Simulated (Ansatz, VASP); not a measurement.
BP: VASP beside Ansatz

```
P B
1.0
     3.19624    0.00000    0.00000
     0.00000    3.19624    0.00000
     0.00000    0.00000   25.17039
P B
5 5
Direct
  0.00000 0.50000 0.29797
  0.50000 0.00000 0.38776
  0.00000 0.50000 0.47755
  0.50000 0.00000 0.56734
  0.00000 0.50000 0.65714
  0.50000 0.50000 0.34286
  0.00000 0.00000 0.43266
  0.50000 0.50000 0.52245
  0.00000 0.00000 0.61224
  0.50000 0.50000 0.70203
```

Alike in both runs: task single point; functional PBEsol; k mesh 8 × 8 × 1; occupations gaussian, width 0.05 eV; no spin polarisation.

|  | VASP | Ansatz |
| --- | --- | --- |
| version | VASP 6.6.1 | Ansatz 0.2.0 |
| potentials or method | VASP PAW PBE potentials, release 64 (P, B), cutoff 520 eV | scalar-relativistic, plane waves, PAW |
| valence electrons in the cell | 40 | 40 |

|  | VASP | Ansatz | Ansatz less VASP |
| --- | --- | --- | --- |
| gap on the k mesh at the Fermi level (eV) | none | none | - |
| rms of the force components (eV/Å) | 0.474 | 0.476 | +0.0023 |

VASP's potentials were made for PBE, not for PBEsol. A gap of «none» marks a metal or a gap that the smearing closes. Ansatz's warnings: xc potential rough in thin density.
